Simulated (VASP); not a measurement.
# TiSi2 (Immm) in VASP: further runs

Runs on TiSi2. Level: PBEsol. Tasks: single point.

Everything below comes from runs of VASP 6.6.1. Logs are shortened: lines on timing, memory, paths and dates and some standing lists are left out, and cuts for length are marked.

### 1 The cell of the first run

The structure is orthorhombic, space group Immm (No. 71). The conventional cell has a = 2.946 Å, b = 3.424 Å, c = 8.424 Å, α = 90.00°, β = 90.00°, γ = 90.00°. Within 3.5 Å of Ti (site symmetry mmm) lie 10 Si at 2.67 to 2.78 Å and 4 Ti at 2.95 to 3.42 Å. Within 3.5 Å of Si (site symmetry mm2) lie 9 Si at 2.63 to 3.42 Å and 5 Ti at 2.67 to 2.78 Å.

### 2 Single point, PBEsol

INCAR reads:

```
SYSTEM = TiSi2
PREC = Accurate ; ENCUT = 520
EDIFF = 1E-7 ; ISMEAR = -1
SIGMA = 0.3 ; LREAL = .False.
LASPH = .True. ; NELM = 100
ALGO = Normal ; ISIF = 2
LWAVE = .False. ; LCHARG = .False.
GGA = PS ; NBANDS = 17
```

KPOINTS reads:

```
regular mesh
0
Gamma
  4 4 4
  0 0 0
```

POSCAR reads:

```
TiSi2
1.0
   -1.4728720000      1.7121300000      4.2120830000
    1.4728720000     -1.7121300000      4.2120830000
    1.4728720000      1.7121300000     -4.2120830000
Ti Si
1 2
Direct
    0.0000000000      0.0000000000      0.0000000000
    0.3299220000      0.3299220000      0.0000000000
    0.6700780000      0.6700780000      0.0000000000
```

Potentials or basis: VASP PAW PBE potentials, release 64 (Ti_sv, Si).

On the command line:

```bash
$ cat potpaw_PBE.64/Ti_sv/POTCAR potpaw_PBE.64/Si/POTCAR > POTCAR
$ mpirun -np 1 vasp_std > vasp.out
```

OUTCAR:

```text
SYSTEM = TiSi2
   PREC = Accurate
   ENCUT = 520
   EDIFF = 1E-7
   ISMEAR = -1
   LREAL = .False.
   LASPH = .True.
   NELM = 100
   ISIF = 2
   GGA = PS

 ion  position               nearest neighbor table
   1  0.000  0.000  0.000-   3 2.67   3 2.67   3 2.67   2 2.67   3 2.67   2 2.67   2 2.67   2 2.67
                             2 2.78   3 2.78
   2  0.330  0.330  0.000-   3 2.63   3 2.63   3 2.63   3 2.63   1 2.67   1 2.67   1 2.67   1 2.67
                             1 2.78   3 2.87
   3  0.670  0.670  0.000-   2 2.63   2 2.63   2 2.63   2 2.63   1 2.67   1 2.67   1 2.67   1 2.67
                             1 2.78   2 2.87

  LATTYP: Found a body centered orthorhombic cell.
 ALAT       =     2.9457440000
 B/A-ratio  =     1.1624431723
 C/A-ratio  =     2.8597753233

  Lattice vectors:

 A1 = (  -1.4728720000,   1.7121300000,   4.2120830000)
 A2 = (   1.4728720000,  -1.7121300000,   4.2120830000)
 A3 = (   1.4728720000,   1.7121300000,  -4.2120830000)

Analysis of symmetry for initial positions (statically):
=====================================================================
 Subroutine PRICEL returns:
 Original cell was already a primitive cell.

 Routine SETGRP: Setting up the symmetry group for a
 body centered orthorhombic supercell.

 Subroutine GETGRP returns: Found  8 space group operations
 (whereof  8 operations were pure point group operations)
 out of a pool of  8 trial point group operations.

The static configuration has the point symmetry D_2h.

Analysis of symmetry for dynamics (positions and initial velocities):
=====================================================================
 Subroutine PRICEL returns:
 Original cell was already a primitive cell.

 Routine SETGRP: Setting up the symmetry group for a
 body centered orthorhombic supercell.

 Subroutine GETGRP returns: Found  8 space group operations
 (whereof  8 operations were pure point group operations)
 out of a pool of  8 trial point group operations.

The dynamic configuration has the point symmetry D_2h.

 Subroutine INISYM returns: Found  8 space group operations
 (whereof  8 operations are pure point group operations),
 and found     1 'primitive' translations

----------------------------------------------------------------------------------------

                                     Primitive cell

  volume of cell :      42.4873

  direct lattice vectors                    reciprocal lattice vectors
    -1.472872000  1.712130000  4.212083000     0.000000000  0.292033899  0.118706113
     1.472872000 -1.712130000  4.212083000     0.339472812  0.000000000  0.118706113
     1.472872000  1.712130000 -4.212083000     0.339472812  0.292033899  0.000000000

  length of vectors
     4.779370698  4.779370698  4.779370698     0.315237909  0.359628880  0.447800836

  position of ions in fractional coordinates (direct lattice)
     0.000000000  0.000000000  0.000000000
     0.329922000  0.329922000  0.000000000
     0.670078000  0.670078000  0.000000000

  ion indices of the primitive-cell ions
   primitive index   ion index
                 1           1
                 2           2
                 3           3

----------------------------------------------------------------------------------------

 KPOINTS: regular mesh

Automatic generation of k-mesh.
 Grid dimensions read from file:
 generate k-points for:    4    4    4

 Generating k-lattice:

  Cartesian coordinates                     Fractional coordinates (reciprocal lattice)
     0.000000000  0.073008475  0.029676528     0.250000000  0.000000000 -0.000000000
     0.084868203  0.000000000  0.029676528     0.000000000  0.250000000  0.000000000
     0.084868203  0.073008475  0.000000000    -0.000000000  0.000000000  0.250000000

  Length of vectors
     0.078809477  0.089907220  0.111950209

  Shift w.r.t. Gamma in fractional coordinates (k-lattice)
     0.000000000  0.000000000  0.000000000

 Subroutine IBZKPT returns following result:
 ===========================================

 Found     18 irreducible k-points:

 Following reciprocal coordinates:
            Coordinates               Weight
  0.000000  0.000000  0.000000      1.000000
  0.250000  0.000000 -0.000000      4.000000
  0.500000  0.000000 -0.000000      2.000000
  0.000000  0.250000 -0.000000      4.000000
  0.250000  0.250000 -0.000000      8.000000
  0.500000  0.250000  0.000000      8.000000
[... 10 lines left out ...]
 -0.250000 -0.250000  0.250000      2.000000
  0.500000  0.500000  0.500000      1.000000
   k-points           NKPTS =     18   k-points in BZ     NKDIM =     18   number of bands    NBANDS=     17
   number of dos      NEDOS =    301   number of ions     NIONS =      3
   total plane-waves  NPLWV =  46656
   dimension x,y,z NGX =    36 NGY =   36 NGZ =   36
   dimension x,y,z NGXF=    72 NGYF=   72 NGZF=   72
   ions per type =               1   2
   NGX,Y,Z   is equivalent  to a cutoff of  12.52, 12.52, 12.52 a.u.
   NGXF,Y,Z  is equivalent  to a cutoff of  25.04, 25.04, 25.04 a.u.
 SYSTEM =  TiSi2
   PREC   = accura    normal or accurate (medium, high low for compatibility)
   ISTART =      0    job   : 0-new  1-cont  2-samecut
   ICHARG =      2    charge: 1-file 2-atom 10-const
   ISPIN  =      1    spin polarized calculation?
   LNONCOLLINEAR =      F non collinear calculations
   LSORBIT =      F    spin-orbit coupling
   LASPH  =      T    aspherical Exc in radial PAW
   ENCUT  =  520.0 eV  38.22 Ry    6.18 a.u.   8.89  8.89  8.89*2*pi/ulx,y,z
   NELM   =    100;   NELMIN=  2; NELMDL= -5     # of ELM steps
   EDIFF  = 0.1E-06   stopping-criterion for ELM
   LREAL  =      F    real-space projection
   EDIFFG = 0.1E-05   stopping-criterion for IOM
   NSW    =      0    number of steps for IOM
   IBRION =     -1    ionic relax: 0-MD 1-quasi-New 2-CG
   NFREE  =      0    steps in history (QN), initial steepest desc. (CG)
   ISIF   =      2    stress and relaxation
   ISYM   =      2    0-nonsym 1-usesym 2-fastsym
   POTIM  = 0.5000    time-step for ionic-motion
   TEBEG  =    0.0;   TEEND  =   0.0 temperature during run
   PSTRESS=    0.0 pullay stress
   NELECT =      20.0000    total number of electrons
   NUPDOWN=      -1.0000    fix difference up-down
   EMIN   =  10.00;   EMAX   =-10.00  energy-range for DOS
   EFERMI =   0.00;   METHOD = LEGACY
   ISMEAR =    -1;   SIGMA  =   0.30  broadening in eV -4-tet -1-fermi 0-gaus
   EFERMI_NEDOS =   21; number of points for ismear=-14 and -15
   IALGO  =     38    algorithm
   IMIX   =      4    mixing-type and parameters
     AMIX     =   0.40;   BMIX     =  1.00
     AMIX_MAG =   1.60;   BMIX_MAG =  1.00
  volume/ion in A,a.u.               =      14.16        95.57
  Fermi-wavevector in a.u.,A,eV,Ry     =   1.273499  2.406564 22.065925  1.621800
  Thomas-Fermi vector in A             =   2.406319
   LORBIT       =      0    0 simple, 1 ext, 2 COOP (PROOUT), +10 PAW based schemes
   GGA     = PS    functional components
   LHFCALC =     F    Hartree Fock is set to
   AEXX    =    0.0000 exact exchange contribution
   IVDW    =     0    specifies the selected vdW correction
   LEPSILON=     F    determine dielectric tensor
   LRPA    =     F    only Hartree local field effects (RPA)
 non-spin polarized calculation
  energy-cutoff  :      520.00
  volume of cell :       42.49
 maximum number of plane-waves:      1162
   NGX = 17   NGY = 17   NGZ = 17

 number of electron      19.9999998 magnetization

 Free energy of the ion-electron system (eV)
  ---------------------------------------------------
  ext. energy  EPLUGINS =         0.00000000
  ---------------------------------------------------
  free energy    TOTEN  =       -21.61955351 eV

  energy without entropy =      -21.12794814  energy(sigma->0) =      -21.37375083

 E-fermi :   9.9505     XC(G=0): -11.7764

 val. band max:        9.8909914438   @ k =   0.2500   0.2500  -0.0000
 cond. band min:      10.1759094285   @ k =   0.5000   0.5000   0.2500
 fundamental gap:      0.2849179847
 Fermi energy:         9.9505082747

 k-point     1 :       0.0000    0.0000    0.0000
  band No.  band energies     occupation
      1     -46.1070      2.00000
      2     -22.5385      2.00000
      3     -22.5137      2.00000
      4     -22.2797      2.00000
      5      -2.6158      2.00000
      6       5.1675      2.00000
[... 9 lines left out ...]
     16      15.4138      0.00000
     17      15.7360      0.00000

 k-point     2 :       0.2500    0.0000   -0.0000
  band No.  band energies     occupation
      1     -46.1038      2.00000
      2     -22.5623      2.00000
      3     -22.5347      2.00000
      4     -22.2763      2.00000
      5      -1.7210      2.00000
      6       3.6772      2.00000
[... 9 lines left out ...]
     16      16.6862      0.00000
     17      17.5494      0.00000

 k-point     3 :       0.5000    0.0000   -0.0000
  band No.  band energies     occupation
      1     -46.1005      2.00000
      2     -22.6104      2.00000
      3     -22.5309      2.00000
      4     -22.2729      2.00000
      5       0.5580      2.00000
      6       0.8343      2.00000
[... 9 lines left out ...]
     16      16.7958      0.00000
     17      16.8864      0.00000

 k-point     4 :       0.0000    0.2500   -0.0000
  band No.  band energies     occupation
      1     -46.0882      2.00000
      2     -22.5188      2.00000
      3     -22.4942      2.00000
      4     -22.4545      2.00000
      5      -1.4420      2.00000
      6       4.6831      2.00000
[... 9 lines left out ...]
     16      14.8646      0.00000
     17      16.2749      0.00000
[... 223 lines left out ...]
      1     -46.1036      2.00000
      2     -22.5627      2.00000
      3     -22.5399      2.00000
      4     -22.2765      2.00000
      5      -1.0185      2.00000
      6       2.0452      2.00000
[... 9 lines left out ...]
     16      16.6051      0.00000
     17      17.3721      0.00000

 k-point    17 :      -0.2500   -0.2500    0.2500
  band No.  band energies     occupation
      1     -46.1069      2.00000
      2     -22.5437      2.00000
      3     -22.5141      2.00000
      4     -22.2799      2.00000
      5      -2.1660      2.00000
      6       2.6076      2.00000
[... 9 lines left out ...]
     16      15.9740      0.00000
     17      16.3966      0.00000

 k-point    18 :       0.5000    0.5000    0.5000
  band No.  band energies     occupation
      1     -46.1068      2.00000
      2     -22.5489      2.00000
      3     -22.5144      2.00000
      4     -22.2801      2.00000
      5      -1.4591      2.00000
      6       1.0865      2.00000
[... 9 lines left out ...]
     16      16.9472      0.00000
     17      18.6316      0.00000

------------------------ aborting loop because EDIFF is reached ----------------------------------------

  FORCE on cell =-STRESS in cart. coord.  units (eV):
  Direction    XX          YY          ZZ          XY          YZ          ZX
  --------------------------------------------------------------------------------------
  -------------------------------------------------------------------------------------
  Total        0.0120295     -0.7977376     -1.2424446      0.0000000      0.0000000      0.0000000
  in kB        0.4536261    -30.0823670    -46.8520880      0.0000000      0.0000000      0.0000000
  external PRESSURE =     -25.4936096 kB  Pullay stress =       0.0000000 kB

 VOLUME and BASIS-vectors are now :
 -----------------------------------------------------------------------------
  energy-cutoff  :      520.00
  volume of cell :       42.49
      direct lattice vectors                 reciprocal lattice vectors
    -1.472872000  1.712130000  4.212083000     0.000000000  0.292033899  0.118706113
     1.472872000 -1.712130000  4.212083000     0.339472812  0.000000000  0.118706113
     1.472872000  1.712130000 -4.212083000     0.339472812  0.292033899  0.000000000

 POSITION                                       TOTAL-FORCE (eV/Angst)
 -----------------------------------------------------------------------------------
      0.00000      0.00000      0.00000        -0.000000     -0.000000     -0.000000
      0.00000      0.00000      2.77932         0.000000      0.000000     -0.055066
      0.00000      0.00000      5.64485        -0.000000      0.000000      0.055066
 -----------------------------------------------------------------------------------
    total drift:                               -0.000000      0.000000     -0.000000

  FREE ENERGIE OF THE ION-ELECTRON SYSTEM (eV)
  ---------------------------------------------------
  free  energy   TOTEN  =       -21.6195535141 eV

  energy  without entropy=      -21.1279481430  energy(sigma->0) =      -21.37375083
```

It took 36 s on 1 thread of Intel Xeon 6975P-C, shared host; peak memory 0.2 GiB.

What came out:

```
Free energy            : -21.6196 eV
Pressure               : -2.5 GPa
Largest force          : 0.055 eV/Å
Band gap on the k mesh : zero (band 10 reaches 11.24 eV, above the bottom of band 11 at 9.20 eV)
```

Forces in eV/Å, atoms in the order of the input:
```
Ti   0.000  0.000  0.000
Si   0.000  0.000 -0.055
Si   0.000  0.000  0.055
```

Levels at points of the mesh, in eV from the Fermi level:
| k point | band 6 | band 7 | band 8 | band 9 | band 10 | band 11 | band 12 | band 13 | band 14 | band 15 |
| --- | --- | --- | --- | --- | --- | --- | --- | --- | --- | --- |
| (0.00, 0.00, 0.00) | -4.78 | -4.15 | -2.16 | -0.69 | 0.73 | 2.03 | 2.36 | 3.10 | 3.74 | 4.06 |
| (0.50, 0.00, 0.00) | -9.12 | -4.35 | -3.80 | -0.74 | 0.91 | 1.99 | 2.54 | 3.49 | 4.00 | 5.50 |
| (0.00, 0.50, 0.00) | -8.14 | -3.62 | -3.42 | -0.98 | -0.48 | 0.94 | 2.78 | 3.33 | 3.99 | 4.21 |
| (0.50, 0.50, 0.00) | -5.29 | -5.06 | -4.66 | -2.91 | -1.35 | -0.68 | 2.72 | 2.87 | 3.09 | 3.45 |
| (0.50, 0.50, 0.50) | -8.86 | -1.31 | -1.30 | -0.39 | 0.42 | 1.92 | 2.41 | 2.46 | 3.67 | 3.80 |

Caveat: the k points lie up to 0.70 Å⁻¹ apart; the PAW data sets were made with another functional, which shifts forces and pressure a little.

### 3 Single point, PBEsol

INCAR reads:

```
SYSTEM = TiSi2
ALGO = Normal
EDIFF = 1E-6
ENCUT = 520
GGA = PS
ISIF = 2
ISMEAR = -1
LASPH = .TRUE.
LCHARG = .FALSE.
LREAL = .FALSE.
LWAVE = .FALSE.
NBANDS = 17
NELM = 80
PREC = Accurate
SIGMA = 0.3
```

KPOINTS reads:

```
k-points
0
G
  5 5 5
  0 0 0
```

POSCAR is that of step 2.

Potentials or basis: VASP PAW PBE potentials, release 64 (Ti_sv, Si).

On the command line:

```bash
$ cat potpaw_PBE.64/Ti_sv/POTCAR potpaw_PBE.64/Si/POTCAR > POTCAR
$ mpirun -np 1 vasp_std > vasp.out
```

OUTCAR:

```text
SYSTEM = TiSi2
   EDIFF = 1E-6
   ENCUT = 520
   GGA = PS
   ISIF = 2
   ISMEAR = -1
   LASPH = .TRUE.
   LREAL = .FALSE.
   NELM = 80
   PREC = Accurate

 ion  position               nearest neighbor table
   1  0.000  0.000  0.000-   3 2.67   3 2.67   3 2.67   2 2.67   3 2.67   2 2.67   2 2.67   2 2.67
                             2 2.78   3 2.78
   2  0.330  0.330  0.000-   3 2.63   3 2.63   3 2.63   3 2.63   1 2.67   1 2.67   1 2.67   1 2.67
                             1 2.78   3 2.87
   3  0.670  0.670  0.000-   2 2.63   2 2.63   2 2.63   2 2.63   1 2.67   1 2.67   1 2.67   1 2.67
                             1 2.78   2 2.87

  LATTYP: Found a body centered orthorhombic cell.
 ALAT       =     2.9457440000
 B/A-ratio  =     1.1624431723
 C/A-ratio  =     2.8597753233

  Lattice vectors:

 A1 = (  -1.4728720000,   1.7121300000,   4.2120830000)
 A2 = (   1.4728720000,  -1.7121300000,   4.2120830000)
 A3 = (   1.4728720000,   1.7121300000,  -4.2120830000)

Analysis of symmetry for initial positions (statically):
=====================================================================
 Subroutine PRICEL returns:
 Original cell was already a primitive cell.
[... 172 lines left out ...]

 val. band max:        9.9628444614   @ k =  -0.2000   0.2000   0.0000
 cond. band min:      10.0858147794   @ k =  -0.4000   0.4000   0.2000
 fundamental gap:      0.1229703180
 Fermi energy:        10.0121848354

 k-point     1 :       0.0000    0.0000    0.0000
  band No.  band energies     occupation
      1     -46.0722      2.00000
      2     -22.5083      2.00000
      3     -22.4799      2.00000
      4     -22.2429      2.00000
      5      -2.6237      2.00000
      6       5.1708      2.00000
[... 457 lines left out ...]
      4     -22.2430      2.00000
      5      -2.3291      2.00000
      6       3.1178      2.00000
[... 9 lines left out ...]
     16      15.4893      0.00000
     17      16.2089      0.00000

 [... further k-points ...]

------------------------ aborting loop because EDIFF is reached ----------------------------------------

  FORCE on cell =-STRESS in cart. coord.  units (eV):
  Direction    XX          YY          ZZ          XY          YZ          ZX
  --------------------------------------------------------------------------------------
  -------------------------------------------------------------------------------------
  Total        0.2553213     -0.9832585     -1.2780392     -0.0000000      0.0000000      0.0000000
  in kB        9.6280656    -37.0782833    -48.1943484     -0.0000000      0.0000000      0.0000000
  external PRESSURE =     -25.2148554 kB  Pullay stress =       0.0000000 kB

 VOLUME and BASIS-vectors are now :
 -----------------------------------------------------------------------------
  energy-cutoff  :      520.00
  volume of cell :       42.49
      direct lattice vectors                 reciprocal lattice vectors
    -1.472872000  1.712130000  4.212083000     0.000000000  0.292033899  0.118706113
     1.472872000 -1.712130000  4.212083000     0.339472812  0.000000000  0.118706113
     1.472872000  1.712130000 -4.212083000     0.339472812  0.292033899  0.000000000

 POSITION                                       TOTAL-FORCE (eV/Angst)
 -----------------------------------------------------------------------------------
      0.00000      0.00000      0.00000         0.000000     -0.000000      0.000000
      0.00000      0.00000      2.77932         0.000000     -0.000000     -0.030768
      0.00000      0.00000      5.64485        -0.000000      0.000000      0.030768
 -----------------------------------------------------------------------------------
    total drift:                               -0.000000      0.000000     -0.000000

  FREE ENERGIE OF THE ION-ELECTRON SYSTEM (eV)
  ---------------------------------------------------
  free  energy   TOTEN  =       -21.5811419337 eV

  energy  without entropy=      -21.0864148169  energy(sigma->0) =      -21.33377838
```

Run time: 54 s. Hardware: 1 thread of Intel Xeon 6975P-C, shared host; peak memory 0.2 GiB.

Results:

```
Free energy            : -21.5811 eV
Pressure               : -2.5 GPa
Largest force          : 0.031 eV/Å
Band gap on the k mesh : zero (band 10 reaches 11.26 eV, above the bottom of band 11 at 9.18 eV)
```

Forces in eV/Å, atoms in the order of the input:
```
Ti   0.000  0.000  0.000
Si   0.000  0.000 -0.031
Si   0.000  0.000  0.031
```

Caveat: the k points lie up to 0.56 Å⁻¹ apart; the PAW data sets were made with another functional, which shifts forces and pressure a little.

(Continued in part 2 of 2.)
